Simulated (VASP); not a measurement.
# GaN (F-43m) in VASP: settings compared, part 2 of 3

VASP 6.6.1. Earlier steps stand in the parts before.

**3. Single point, PBE-based screened hybrid**

File POSCAR:

```
GaN
1.0
    0.0000000000      2.2535006075      2.2535006075
    2.2535006075      0.0000000000      2.2535006075
    2.2535006075      2.2535006075      0.0000000000
Ga N
1 1
Direct
    0.0000000000      0.0000000000      0.0000000000
    0.2500000000      0.2500000000      0.2500000000
```

File INCAR.step1:

```
  PREC = Accurate
  ENCUT = 520
  EDIFF = 1E-5
  ISMEAR = -1
  SIGMA = 0.05
  LREAL = F
  LASPH = T
  NELM = 80
  ALGO = Normal
  ISIF = 2
  LWAVE = T
  LCHARG = F
  NBANDS = 16
  GGA = PE
```

File INCAR.step2:

```
  PREC = Accurate
  ENCUT = 520
  EDIFF = 1E-7
  ISMEAR = -1
  SIGMA = 0.05
  LREAL = F
  LASPH = T
  NELM = 80
  ALGO = Normal
  ISIF = 2
  LWAVE = F
  LCHARG = F
  GGA = PE
  LHFCALC = T
  AEXX = 0.25
  HFSCREEN = 0.2
  PRECFOCK = Normal
  NBANDS = 16
  ISTART = 1
```

File KPOINTS:

```
regular mesh
0
Gamma
  5 5 5
```

Potentials or basis: VASP PAW PBE potentials, release 64 (Ga_d, N).

Run with:

```bash
$ cat potpaw_PBE.64/Ga_d/POTCAR potpaw_PBE.64/N/POTCAR > POTCAR
$ cp INCAR.step1 INCAR
$ mpirun -np 1 vasp_std > vasp.out
$ cp INCAR.step2 INCAR
$ mpirun -np 1 vasp_std > vasp.out
```

OUTCAR:

```text
PREC = Accurate
   ENCUT = 520
   EDIFF = 1E-7
   ISMEAR = -1
   LREAL = F
   LASPH = T
   NELM = 80
   ISIF = 2
   GGA = PE
   LHFCALC = T
   AEXX = 0.25
   HFSCREEN = 0.2
   PRECFOCK = Normal
   ISTART = 1

 ion  position               nearest neighbor table
   1  0.000  0.000  0.000-   2 1.95   2 1.95   2 1.95   2 1.95
   2  0.250  0.250  0.250-   1 1.95   1 1.95   1 1.95   1 1.95

  LATTYP: Found a face centered cubic cell.
 ALAT       =     4.5070012150

  Lattice vectors:

 A1 = (   0.0000000000,   2.2535006075,   2.2535006075)
 A2 = (   2.2535006075,   0.0000000000,   2.2535006075)
 A3 = (   2.2535006075,   2.2535006075,   0.0000000000)

Analysis of symmetry for initial positions (statically):
=====================================================================
 Subroutine PRICEL returns:
 Original cell was already a primitive cell.

 Routine SETGRP: Setting up the symmetry group for a
 face centered cubic supercell.

 Subroutine GETGRP returns: Found 24 space group operations
 (whereof 24 operations were pure point group operations)
 out of a pool of 48 trial point group operations.

The static configuration has the point symmetry T_d .

Analysis of symmetry for dynamics (positions and initial velocities):
=====================================================================
 Subroutine PRICEL returns:
 Original cell was already a primitive cell.

 Routine SETGRP: Setting up the symmetry group for a
 face centered cubic supercell.

 Subroutine GETGRP returns: Found 24 space group operations
 (whereof 24 operations were pure point group operations)
 out of a pool of 48 trial point group operations.

The dynamic configuration has the point symmetry T_d .

 Subroutine INISYM returns: Found 24 space group operations
 (whereof 24 operations are pure point group operations),
 and found     1 'primitive' translations

----------------------------------------------------------------------------------------

                                     Primitive cell

  volume of cell :      22.8877

  direct lattice vectors                    reciprocal lattice vectors
     0.000000000  2.253500607  2.253500607    -0.221877020  0.221877020  0.221877020
     2.253500607  0.000000000  2.253500607     0.221877020 -0.221877020  0.221877020
     2.253500607  2.253500607  0.000000000     0.221877020  0.221877020 -0.221877020

  length of vectors
     3.186931122  3.186931122  3.186931122     0.384302272  0.384302272  0.384302272

  position of ions in fractional coordinates (direct lattice)
     0.000000000  0.000000000  0.000000000
     0.250000000  0.250000000  0.250000000

  ion indices of the primitive-cell ions
   primitive index   ion index
                 1           1
                 2           2

----------------------------------------------------------------------------------------

 KPOINTS: regular mesh
[... 24 lines left out ...]
            Coordinates               Weight
  0.000000  0.000000  0.000000      1.000000
  0.200000  0.000000  0.000000      8.000000
  0.400000  0.000000  0.000000      8.000000
  0.200000  0.200000  0.000000      6.000000
  0.400000  0.200000  0.000000     24.000000
 -0.400000  0.200000  0.000000     24.000000
 -0.200000  0.200000  0.000000     12.000000
  0.400000  0.400000  0.000000      6.000000
 -0.400000  0.400000  0.000000     12.000000
 -0.400000  0.400000  0.200000     24.000000
   k-points           NKPTS =     10   k-points in BZ     NKDIM =    125   number of bands    NBANDS=     16
   number of dos      NEDOS =    301   number of ions     NIONS =      2
   total plane-waves  NPLWV =  13824
   dimension x,y,z NGX =    24 NGY =   24 NGZ =   24
   dimension x,y,z NGXF=    48 NGYF=   48 NGZF=   48
   ions per type =               1   1
   NGX,Y,Z   is equivalent  to a cutoff of  12.52, 12.52, 12.52 a.u.
   NGXF,Y,Z  is equivalent  to a cutoff of  25.04, 25.04, 25.04 a.u.
 SYSTEM =  unknown system
   PREC   = accura    normal or accurate (medium, high low for compatibility)
   ISTART =      1    job   : 0-new  1-cont  2-samecut
   ICHARG =      0    charge: 1-file 2-atom 10-const
   ISPIN  =      1    spin polarized calculation?
   LNONCOLLINEAR =      F non collinear calculations
   LSORBIT =      F    spin-orbit coupling
   LASPH  =      T    aspherical Exc in radial PAW
   ENCUT  =  520.0 eV  38.22 Ry    6.18 a.u.   5.93  5.93  5.93*2*pi/ulx,y,z
   NELM   =     80;   NELMIN=  2; NELMDL=  0     # of ELM steps
   EDIFF  = 0.1E-06   stopping-criterion for ELM
   LREAL  =      F    real-space projection
   EDIFFG = 0.1E-05   stopping-criterion for IOM
   NSW    =      0    number of steps for IOM
   IBRION =     -1    ionic relax: 0-MD 1-quasi-New 2-CG
   NFREE  =      0    steps in history (QN), initial steepest desc. (CG)
   ISIF   =      2    stress and relaxation
   ISYM   =      3    0-nonsym 1-usesym 2-fastsym
   POTIM  = 0.5000    time-step for ionic-motion
   TEBEG  =    0.0;   TEEND  =   0.0 temperature during run
   PSTRESS=    0.0 pullay stress
   NELECT =      18.0000    total number of electrons
   NUPDOWN=      -1.0000    fix difference up-down
   EMIN   =  10.00;   EMAX   =-10.00  energy-range for DOS
   EFERMI =   0.00;   METHOD = LEGACY
   ISMEAR =    -1;   SIGMA  =   0.05  broadening in eV -4-tet -1-fermi 0-gaus
   EFERMI_NEDOS =   21; number of points for ismear=-14 and -15
   IALGO  =     38    algorithm
   IMIX   =      1    mixing-type and parameters
     AMIX     =   0.40;   BMIX     =  1.00
     AMIX_MAG =   1.60;   BMIX_MAG =  1.00
  volume/ion in A,a.u.               =      11.44        77.23
  Fermi-wavevector in a.u.,A,eV,Ry     =   1.511117  2.855596 31.068543  2.283473
  Thomas-Fermi vector in A             =   2.621216
   LORBIT       =      0    0 simple, 1 ext, 2 COOP (PROOUT), +10 PAW based schemes
   GGA     = PE    functional components
   LHFCALC =     T    Hartree Fock is set to
   PRECFOCK=normal    Normal, Fast or Accurate (Low or Medium for compatibility)
   ENCUT4O =  -1.0   cutoff for four orbital integrals eV
   NKREDX  =     1    reduce k-point grid by
   NKREDY  =     1    reduce k-point grid by
   NKREDZ  =     1    reduce k-point grid by
   AEXX    =    0.2500 exact exchange contribution
   HFSCREEN=    0.2000 screening length (either q_TF or 0.3 A-1)
   HFSCREENC=   0.2000 screening length for correlation (either q_TF or 0.3 A-1)
   ENCUTFOCK=  -1.0 apply spherical cutoff to Coloumb kernel
   IVDW    =     0    specifies the selected vdW correction
   LEPSILON=     F    determine dielectric tensor
   LRPA    =     F    only Hartree local field effects (RPA)
 non-spin polarized calculation
  energy-cutoff  :      520.00
  volume of cell :       22.89
 maximum number of plane-waves:       629
  NGX = 18; NGY = 18; NGZ = 18

 number of electron      18.0000004 magnetization

 Free energy of the ion-electron system (eV)
  ---------------------------------------------------
  ext. energy  EPLUGINS =         0.00000000
  ---------------------------------------------------
  free energy    TOTEN  =       -14.76154658 eV

  energy without entropy =      -14.76154658  energy(sigma->0) =      -14.76154658

 E-fermi :   5.5972     XC(G=0):  -9.5476

 val. band max:        4.4521486427   @ k =   0.0000   0.0000   0.0000
 cond. band min:       7.4585013403   @ k =   0.0000   0.0000   0.0000
 fundamental gap:      3.0063526975
 Fermi energy:         5.5972014375

 k-point     1 :       0.0000    0.0000    0.0000
  band No.  band energies     occupation
      1     -12.9889      2.00000
      2     -11.1295      2.00000
      3     -11.1295      2.00000
      4     -11.1295      2.00000
      5     -10.8136      2.00000
      6     -10.8136      2.00000
[... 167 lines left out ...]
      3     -10.9567      2.00000
      4     -10.8473      2.00000
      5     -10.7888      2.00000
      6      -8.6624      2.00000
[... 8 lines left out ...]
     15      25.6652      0.00000
     16      29.7092      0.00000

------------------------ aborting loop because EDIFF is reached ----------------------------------------

  FORCE on cell =-STRESS in cart. coord.  units (eV):
  Direction    XX          YY          ZZ          XY          YZ          ZX
  --------------------------------------------------------------------------------------
  -------------------------------------------------------------------------------------
  Total       -0.1943082     -0.1943082     -0.1943082      0.0000000     -0.0000000     -0.0000000
  in kB      -13.6018730    -13.6018730    -13.6018730      0.0000000     -0.0000000     -0.0000000
  external PRESSURE =     -13.6018730 kB  Pullay stress =       0.0000000 kB

 VOLUME and BASIS-vectors are now :
 -----------------------------------------------------------------------------
  energy-cutoff  :      520.00
  volume of cell :       22.89
      direct lattice vectors                 reciprocal lattice vectors
     0.000000000  2.253500607  2.253500607    -0.221877020  0.221877020  0.221877020
     2.253500607  0.000000000  2.253500607     0.221877020 -0.221877020  0.221877020
     2.253500607  2.253500607  0.000000000     0.221877020  0.221877020 -0.221877020

 POSITION                                       TOTAL-FORCE (eV/Angst)
 -----------------------------------------------------------------------------------
      0.00000      0.00000      0.00000         0.000000     -0.000000     -0.000000
      1.12675      1.12675      1.12675         0.000000      0.000000      0.000000
 -----------------------------------------------------------------------------------
    total drift:                                0.000002     -0.000003     -0.000000

  FREE ENERGIE OF THE ION-ELECTRON SYSTEM (eV)
  ---------------------------------------------------
  free  energy   TOTEN  =       -14.7615465772 eV

  energy  without entropy=      -14.7615465772  energy(sigma->0) =      -14.76154658
```

Wall time 8.3 min (1 thread of AMD EPYC 7R13 (Zen 3), shared host); peak memory 0.22 GiB.

Results:

```yaml
Free_energy: -14.7615 eV
Pressure: -1.4 GPa
Band_gap_on_the_k_mesh: 3.01 eV, direct
```

Caveat: the k points lie up to 0.48 Å⁻¹ apart; the PAW data sets were made with another functional, which shifts forces and pressure a little.

[end of part 2 of 3]
